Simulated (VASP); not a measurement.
Write the native input for VASP 6.6.1 that does the following.

```yaml
Task: single point
Functional: PBE
Dispersion: D3(BJ)
Potentials_or_basis: VASP PAW PBE potentials, release 64 (Mo_sv, S)
Cutoff: 520 eV
k_mesh: 12 × 12 × 4
Occupations: gaussian, width 0.05 eV
Spin: no spin polarisation
Dipole_correction: no
Further_INCAR_settings: ALGO = Normal; EDIFF = 1e-07; NBANDS = 35
```

The structure of MoS2 lies in POSCAR:

```
MoS2
1.0
    3.1493479319      0.0000000000      0.0000000000
   -1.5746739660      2.7274153144      0.0000000000
    0.0000000000      0.0000000000     12.5312000000
Mo S
2 4
Direct
    0.6666666667      0.3333333333      0.2501439769
    0.3333333333      0.6666666667      0.7498560231
    0.3333333333      0.6666666667      0.3795985159
    0.6666666667      0.3333333333      0.8793132861
    0.3333333333      0.6666666667      0.1206867139
    0.6666666667      0.3333333333      0.6204014841
```

These files were run (other wordings do the same):

INCAR

```
PREC = Accurate
ENCUT = 520
EDIFF = 1E-7
ISMEAR = 0
SIGMA = 0.05
LREAL = False
LASPH = True
NELM = 80
ALGO = Normal
ISIF = 2
LWAVE = False
LCHARG = True
GGA = PE
IVDW = 12
LELF = True
LVHAR = True
NBANDS = 35
```

KPOINTS

```
regular mesh
0
Gamma
  12 12 4
```

Potentials or basis: VASP PAW PBE potentials, release 64 (Mo_sv, S).

Run with:

```sh
$ cat potpaw_PBE.64/Mo_sv/POTCAR potpaw_PBE.64/S/POTCAR > POTCAR
$ mpirun -np 1 vasp_std > vasp.out
```

It gave:

```
Pressure                   : -5.6 GPa
Largest force              : 0.955 eV/Å
Band gap on the k mesh     : 0.95 eV (least direct gap 1.79 eV)
Dispersion energy per atom : -0.422 eV
```

Caveat: the stress differs along the axes, from -10 to -3 GPa.

Run time: 3 min on 1 thread of Intel(R) Xeon(R) Platinum 8488C (Sapphire Rapids) (shared host), peak memory 0.36 GiB.
